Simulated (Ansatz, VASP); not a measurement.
Zr in VASP and in Ansatz

```xyz
2
Lattice="3.2320 0.0000 0.0000 -1.6160 2.7990 0.0000 0.0000 0.0000 5.3014" Properties=species:S:1:pos:R:3 pbc="T T T"
Zr    0.0000    1.8660    1.3254
Zr    1.6160    0.9330    3.9761
```

Change from the starting cell: zz strain of +3 %.

Alike in both runs: task single point; functional PBEsol; k mesh 13 × 13 × 7; occupations fermi-dirac, width 0.08 eV; no spin polarisation.

|  | VASP | Ansatz |
| --- | --- | --- |
| version | VASP 6.6.1 | Ansatz 0.2.0 |
| potentials or method | VASP PAW PBE potentials, release 64 (Zr_sv), cutoff 520 eV | all-electron LAPW, scalar-relativistic |

VASP gave:

| Property | Result |
| --- | --- |
| pressure (GPa) | -5.8 |
| traceless stress, the component that is largest in VASP (GPa) | -1.28 |

Problem. Which values does Ansatz return?

Solution. Pressure (GPa): -5.8; traceless stress, the component that is largest in VASP (GPa): -1.27.

VASP's potentials were made for PBE, not for PBEsol. Ansatz ran all-electron here, and VASP with PAW potentials.
